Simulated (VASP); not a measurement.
# TiN (Fm-3m) in VASP: electric field gradients with LDA

Aim: the electric field gradients of TiN with LDA.

Program: VASP 6.6.1. These are calculated values, not measurements. Logs are shortened: lines on timing, memory, paths and dates and some standing lists are left out, and cuts for length are marked.

## 1. The cell of the first run

The structure is cubic, space group Fm-3m (No. 225). The conventional cell has a = 4.244 Å, b = 4.244 Å, c = 4.244 Å, α = 90.00°, β = 90.00°, γ = 90.00°. Within 2.8 Å of Ti (site symmetry m-3m) lie 6 N at 2.12 Å. N (site symmetry m-3m) has 6 Ti at 2.12 Å within 2.8 Å.

## 2. Electric field gradients, LDA

INCAR

```
SYSTEM = TiN
PREC = Accurate
ENCUT = 1000
EDIFF = 1E-8
ISMEAR = -1
SIGMA = 0.05
LREAL = .False.
LASPH = .True.
NELM = 120
ALGO = Normal
ISIF = 2
LWAVE = .False.
LCHARG = .False.
GGA = CA
LEFG = .True.
NBANDS = 16
GGA_COMPAT = .False.
```

KPOINTS

```
Automatic mesh
0
Gamma
  13 13 13
  0 0 0
```

POSCAR

```
TiN
1.0
    0.0000000000      2.1220000000      2.1220000000
    2.1220000000      0.0000000000      2.1220000000
    2.1220000000      2.1220000000      0.0000000000
Ti N
1 1
Direct
    0.0000000000      0.0000000000      0.0000000000
    0.5000000000      0.5000000000      0.5000000000
```

Potentials or basis: VASP PAW LDA potentials, release 64 (Ti_sv, N_h).

Command:

```bash
cat potpaw_LDA.64/Ti_sv/POTCAR potpaw_LDA.64/N_h/POTCAR > POTCAR
mpirun -np 1 vasp_std > vasp.out
```

OUTCAR:

```text
SYSTEM = TiN
   PREC = Accurate
   ENCUT = 1000
   EDIFF = 1E-8
   ISMEAR = -1
   LREAL = .False.
   LASPH = .True.
   NELM = 120
   ISIF = 2
   GGA = CA

 ion  position               nearest neighbor table
   1  0.000  0.000  0.000-   2 2.12   2 2.12   2 2.12   2 2.12   2 2.12   2 2.12
   2  0.500  0.500  0.500-   1 2.12   1 2.12   1 2.12   1 2.12   1 2.12   1 2.12

  LATTYP: Found a face centered cubic cell.
 ALAT       =     4.2440000000

  Lattice vectors:

 A1 = (   0.0000000000,   2.1220000000,   2.1220000000)
 A2 = (   2.1220000000,   0.0000000000,   2.1220000000)
 A3 = (   2.1220000000,   2.1220000000,   0.0000000000)

Analysis of symmetry for initial positions (statically):
=====================================================================
 Subroutine PRICEL returns:
 Original cell was already a primitive cell.

 Routine SETGRP: Setting up the symmetry group for a
 face centered cubic supercell.

 Subroutine GETGRP returns: Found 48 space group operations
 (whereof 48 operations were pure point group operations)
 out of a pool of 48 trial point group operations.

The static configuration has the point symmetry O_h .

Analysis of symmetry for dynamics (positions and initial velocities):
=====================================================================
 Subroutine PRICEL returns:
 Original cell was already a primitive cell.

 Routine SETGRP: Setting up the symmetry group for a
 face centered cubic supercell.

 Subroutine GETGRP returns: Found 48 space group operations
 (whereof 48 operations were pure point group operations)
 out of a pool of 48 trial point group operations.

The dynamic configuration has the point symmetry O_h .

 Subroutine INISYM returns: Found 48 space group operations
 (whereof 48 operations are pure point group operations),
 and found     1 'primitive' translations

----------------------------------------------------------------------------------------

                                     Primitive cell

  volume of cell :      19.1102

  direct lattice vectors                    reciprocal lattice vectors
     0.000000000  2.122000000  2.122000000    -0.235626767  0.235626767  0.235626767
     2.122000000  0.000000000  2.122000000     0.235626767 -0.235626767  0.235626767
     2.122000000  2.122000000  0.000000000     0.235626767  0.235626767 -0.235626767

  length of vectors
     3.000961179  3.000961179  3.000961179     0.408117532  0.408117532  0.408117532

  position of ions in fractional coordinates (direct lattice)
     0.000000000  0.000000000  0.000000000
     0.500000000  0.500000000  0.500000000

  ion indices of the primitive-cell ions
   primitive index   ion index
                 1           1
                 2           2

----------------------------------------------------------------------------------------

 KPOINTS: Automatic mesh

Automatic generation of k-mesh.
 Grid dimensions read from file:
 generate k-points for:   13   13   13

 Generating k-lattice:

  Cartesian coordinates                     Fractional coordinates (reciprocal lattice)
    -0.018125136  0.018125136  0.018125136     0.076923077  0.000000000  0.000000000
     0.018125136 -0.018125136  0.018125136     0.000000000  0.076923077  0.000000000
     0.018125136  0.018125136 -0.018125136     0.000000000  0.000000000  0.076923077

  Length of vectors
     0.031393656  0.031393656  0.031393656

  Shift w.r.t. Gamma in fractional coordinates (k-lattice)
     0.000000000  0.000000000  0.000000000

 Subroutine IBZKPT returns following result:
 ===========================================

 Found     84 irreducible k-points:

 Following reciprocal coordinates:
            Coordinates               Weight
  0.000000  0.000000  0.000000      1.000000
  0.076923  0.000000  0.000000      8.000000
  0.153846  0.000000  0.000000      8.000000
  0.230769  0.000000  0.000000      8.000000
  0.307692  0.000000  0.000000      8.000000
  0.384615  0.000000  0.000000      8.000000
[... 16 lines left out ...]
  0.384615  0.153846  0.000000     24.000000
  0.461538  0.153846  0.000000     24.000000
 [... further k-points ...]
   k-points           NKPTS =     84   k-points in BZ     NKDIM =     84   number of bands    NBANDS=     16
   number of dos      NEDOS =    301   number of ions     NIONS =      2
   total plane-waves  NPLWV =  32768
   dimension x,y,z NGX =    32 NGY =   32 NGZ =   32
   dimension x,y,z NGXF=    64 NGYF=   64 NGZF=   64
   ions per type =               1   1
   NGX,Y,Z   is equivalent  to a cutoff of  17.73, 17.73, 17.73 a.u.
   NGXF,Y,Z  is equivalent  to a cutoff of  35.45, 35.45, 35.45 a.u.
 SYSTEM =  TiN
   PREC   = accura    normal or accurate (medium, high low for compatibility)
   ISTART =      0    job   : 0-new  1-cont  2-samecut
   ICHARG =      2    charge: 1-file 2-atom 10-const
   ISPIN  =      1    spin polarized calculation?
   LNONCOLLINEAR =      F non collinear calculations
   LSORBIT =      F    spin-orbit coupling
   LASPH  =      T    aspherical Exc in radial PAW
   ENCUT  = 1000.0 eV  73.50 Ry    8.57 a.u.   7.74  7.74  7.74*2*pi/ulx,y,z
   NELM   =    120;   NELMIN=  2; NELMDL= -5     # of ELM steps
   EDIFF  = 0.1E-07   stopping-criterion for ELM
   LREAL  =      F    real-space projection
   EDIFFG = 0.1E-06   stopping-criterion for IOM
   NSW    =      0    number of steps for IOM
   IBRION =     -1    ionic relax: 0-MD 1-quasi-New 2-CG
   NFREE  =      0    steps in history (QN), initial steepest desc. (CG)
   ISIF   =      2    stress and relaxation
   ISYM   =      2    0-nonsym 1-usesym 2-fastsym
   POTIM  = 0.5000    time-step for ionic-motion
   TEBEG  =    0.0;   TEEND  =   0.0 temperature during run
   PSTRESS=    0.0 pullay stress
   NELECT =      17.0000    total number of electrons
   NUPDOWN=      -1.0000    fix difference up-down
   EMIN   =  10.00;   EMAX   =-10.00  energy-range for DOS
   EFERMI =   0.00;   METHOD = LEGACY
   ISMEAR =    -1;   SIGMA  =   0.05  broadening in eV -4-tet -1-fermi 0-gaus
   EFERMI_NEDOS =   21; number of points for ismear=-14 and -15
   IALGO  =     38    algorithm
   IMIX   =      4    mixing-type and parameters
     AMIX     =   0.40;   BMIX     =  1.00
     AMIX_MAG =   1.60;   BMIX_MAG =  1.00
  volume/ion in A,a.u.               =       9.56        64.48
  Fermi-wavevector in a.u.,A,eV,Ry     =   1.574475  2.975326 33.728454  2.478971
  Thomas-Fermi vector in A             =   2.675604
   LORBIT       =      0    0 simple, 1 ext, 2 COOP (PROOUT), +10 PAW based schemes
   GGA     = CA    functional components
   LHFCALC =     F    Hartree Fock is set to
   AEXX    =    0.0000 exact exchange contribution
   IVDW    =     0    specifies the selected vdW correction
   LEPSILON=     F    determine dielectric tensor
   LRPA    =     F    only Hartree local field effects (RPA)
 non-spin polarized calculation
  energy-cutoff  :     1000.00
  volume of cell :       19.11
 maximum number of plane-waves:      1392
   NGX = 15   NGY = 15   NGZ = 15

 number of electron      17.0000001 magnetization

 Free energy of the ion-electron system (eV)
  ---------------------------------------------------
  ext. energy  EPLUGINS =         0.00000000
  ---------------------------------------------------
  free energy    TOTEN  =       -21.64084990 eV

  energy without entropy =      -21.63405877  energy(sigma->0) =      -21.63745433

 E-fermi :  11.5438     XC(G=0): -13.3809

 val. band max:       11.4527511901   @ k =  -0.0769   0.0769   0.0000
 cond. band min:      11.5506974181   @ k =  -0.1538   0.1538   0.0000
 fundamental gap:      0.0979462281
 Fermi energy:        11.5438084265

 k-point     1 :       0.0000    0.0000    0.0000
  band No.  band energies     occupation
      1     -45.6213      2.00000
      2     -21.9798      2.00000
      3     -21.9798      2.00000
      4     -21.9798      2.00000
      5      -5.3002      2.00000
      6       9.5257      2.00000
[... 8 lines left out ...]
     15      24.7000      0.00000
     16      31.2850      0.00000
[... 419 lines left out ...]
 k-point    24 :       0.4615    0.1538    0.0000
  band No.  band energies     occupation
      1     -45.5165      2.00000
      2     -22.5500      2.00000
      3     -22.1068      2.00000
      4     -22.0747      2.00000
      5      -3.1729      2.00000
      6       4.2868      2.00000
[... 8 lines left out ...]
     15      24.6008      0.00000
     16      25.7813      0.00000

 [... further k-points ...]

------------------------ aborting loop because EDIFF is reached ----------------------------------------

  FORCE on cell =-STRESS in cart. coord.  units (eV):
  Direction    XX          YY          ZZ          XY          YZ          ZX
  --------------------------------------------------------------------------------------
  -------------------------------------------------------------------------------------
  Total       -1.6480293     -1.6480293     -1.6480293      0.0000000      0.0000000      0.0000000
  in kB     -138.1686089   -138.1686089   -138.1686089      0.0000000      0.0000000      0.0000000
  external PRESSURE =    -138.1686089 kB  Pullay stress =       0.0000000 kB

 VOLUME and BASIS-vectors are now :
 -----------------------------------------------------------------------------
  energy-cutoff  :     1000.00
  volume of cell :       19.11
      direct lattice vectors                 reciprocal lattice vectors
     0.000000000  2.122000000  2.122000000    -0.235626767  0.235626767  0.235626767
     2.122000000  0.000000000  2.122000000     0.235626767 -0.235626767  0.235626767
     2.122000000  2.122000000  0.000000000     0.235626767  0.235626767 -0.235626767

 POSITION                                       TOTAL-FORCE (eV/Angst)
 -----------------------------------------------------------------------------------
      0.00000      0.00000      0.00000        -0.000000     -0.000000      0.000000
      2.12200      2.12200      2.12200         0.000000      0.000000     -0.000000
 -----------------------------------------------------------------------------------
    total drift:                                0.000000     -0.000000     -0.000000

  FREE ENERGIE OF THE ION-ELECTRON SYSTEM (eV)
  ---------------------------------------------------
  free  energy   TOTEN  =       -21.6408498995 eV

  energy  without entropy=      -21.6340587679  energy(sigma->0) =      -21.63745433

 Electric field gradients (V/A^2)
---------------------------------------------------------------------
 ion       V_xx      V_yy      V_zz      V_xy      V_xz      V_yz
---------------------------------------------------------------------
   1       0.000    -0.000    -0.000     0.000     0.000     0.000
   2       0.000     0.000    -0.000    -0.000    -0.000    -0.000
---------------------------------------------------------------------

 Electric field gradients after diagonalization (V/A^2)
 (convention: |V_zz| > |V_xx| > |V_yy|)
----------------------------------------------------------------------
 ion       V_xx      V_yy      V_zz     asymmetry (V_yy - V_xx)/ V_zz
----------------------------------------------------------------------
   1      -0.000    -0.000     0.000       0.000
   2       0.000     0.000    -0.000       0.000
----------------------------------------------------------------------

           NMR quadrupolar parameters

 Cq : quadrupolar parameter    Cq=e*Q*V_zz/h
 eta: asymmetry parameters     (V_yy - V_xx)/ V_zz
 Q  : nuclear electric quadrupole moment in mb (millibarn)
----------------------------------------------------------------------
 ion       Cq(MHz)       eta       Q (mb)
----------------------------------------------------------------------
   1       0.000       0.000       1.000
   2      -0.000       0.000       1.000
----------------------------------------------------------------------
```

Wall time 48 s (1 thread of Intel Xeon Platinum 8375C at 2.90GHz (Ice Lake), shared host); peak memory 0.2 GiB.

What came out:

```
Free energy                             : -21.6408 eV
Pressure                                : -13.8 GPa
Band gap on the k mesh                  : zero (an odd number of electrons rules out a gap without spin polarisation)
Largest electric field gradient by atom : under 0.05 V/Å² on every atom
```

Caveat: the cell stands under tension.

The gap in the log of VASP goes by the Fermi energy; the results here count the filled bands.